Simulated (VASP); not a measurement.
BaTe: single point with HSE06

Crystal: BaTe.

```
CELL_PARAMETERS angstrom
0.00000 3.71923 3.91416
3.71923 0.00000 3.91416
3.71923 3.71923 0.00000
ATOMIC_POSITIONS crystal
Ba 0.00000 0.00000 0.00000
Te 0.25000 0.25000 0.25000
```

This cell differs from its parent crystal: biaxial xy strain -5.0%.

```yaml
Program: VASP 6.6.1
Task: single point
Functional: HSE06
Potentials_or_basis: VASP PAW PBE potentials, release 64 (Ba_sv, Te)
Cutoff: 520 eV
k_mesh: 4 × 4 × 4
Occupations: gaussian, width 0.01 eV
Spin: no spin polarisation
Dipole_correction: no
Grid_for_exact_exchange_PRECFOCK: Normal
Further_INCAR_settings: ALGO = Normal; EDIFF = 1e-06; NBANDS = 15
Share_of_exact_exchange: 0.25
Screening_parameter: 0.2079 1/Å
```

| Quantity | Value |
| --- | --- |
| Pressure | 2.4 GPa |
| Band gap on the k mesh | 3.38 eV (least direct gap 3.53 eV) |

Stress tensor (GPa, compression positive):
```
2.40 0.00 0.00
0.00 2.40 0.00
0.00 0.00 2.48
```

Levels at points of the mesh, in eV from the valence-band top:
| k point | band 4 | band 5 | band 6 | band 7 | band 8 | band 9 | band 10 | band 11 | band 12 | band 13 |
| --- | --- | --- | --- | --- | --- | --- | --- | --- | --- | --- |
| (0.00, 0.00, 0.00) | -12.71 | -9.71 | -0.66 | -0.63 | -0.63 | 3.38 | 4.97 | 5.31 | 7.04 | 7.41 |
| (0.50, 0.00, 0.00) | -12.73 | -9.24 | -0.88 | -0.45 | -0.34 | 4.92 | 5.35 | 5.39 | 5.49 | 6.34 |
| (0.50, 0.50, 0.00) | -12.77 | -9.05 | -1.29 | 0.00 | 0.00 | 3.53 | 4.81 | 6.09 | 6.09 | 6.28 |
| (0.50, 0.00, 0.50) | -12.77 | -9.10 | -1.25 | -0.10 | -0.06 | 3.65 | 4.84 | 6.14 | 6.21 | 6.28 |

Run time: 35 min on 1 thread of Intel Xeon 8259CL, on a shared host, peak memory 0.37 GiB.

Caveat: the cell differs from its parent crystal (biaxial xy strain -5.0%); the PAW data sets were made with another functional, which shifts forces and pressure a little; spin-orbit coupling is left out, which moves the levels of the heavy elements. A k mesh can miss the band edges.
